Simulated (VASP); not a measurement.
Crystal: Fe3PdC.

```
Pd C Fe
1.0
     3.85525    0.00000    0.00000
     0.00000    3.85525    0.00000
     0.00000    0.00000    3.85525
Pd C Fe
1 1 3
Direct
  0.00000 0.00000 0.00000
  0.50000 0.50000 0.50000
  0.50000 0.50000 0.00000
  0.50000 0.00000 0.50000
  0.00000 0.50000 0.50000
```

| Item | Value |
| --- | --- |
| Program | VASP 6.6.1 |
| Task | relaxation of cell and atoms |
| Functional | PBE |
| Potentials or basis | VASP PAW PBE potentials, release 64 (Pd, C, Fe) |
| Cutoff | 600 eV |
| k mesh | 10 × 10 × 10 |
| Occupations | gaussian, width 0.1 eV |
| Spin | no spin polarisation |

At the start: pressure -14.9 GPa; volume 11.46 Å³/atom.

Question: How do energy, volume and symmetry change on relaxing?

Answer: Over 4 steps the energy falls by 38.0 meV/atom and the volume is 10.69 Å³/atom (-6.7 %); space group Pm-3m (No. 221, to 0.1 Å) before and after.

Step by step:
```
step  energy change (eV)  largest force (eV/Å)  pressure (GPa)  volume (Å³)
   1              0.0000                0.0000          -14.86        57.30
   2              0.1694                0.0000           27.64        48.93
   3             -0.1900                0.0000           -0.34        53.54
   4             -0.1901                0.0000           -0.01        53.47
```

Final structure:
```
CELL_PARAMETERS angstrom
3.76736 0.00000 0.00000
0.00000 3.76736 0.00000
0.00000 0.00000 3.76736
ATOMIC_POSITIONS crystal
Pd 0.00000 0.00000 0.00000
C 0.50000 0.50000 0.50000
Fe 0.50000 0.50000 0.00000
Fe 0.50000 0.00000 0.50000
Fe 0.00000 0.50000 0.50000
```

Caveat: the run has no spin polarisation, though such a crystal can be magnetic.
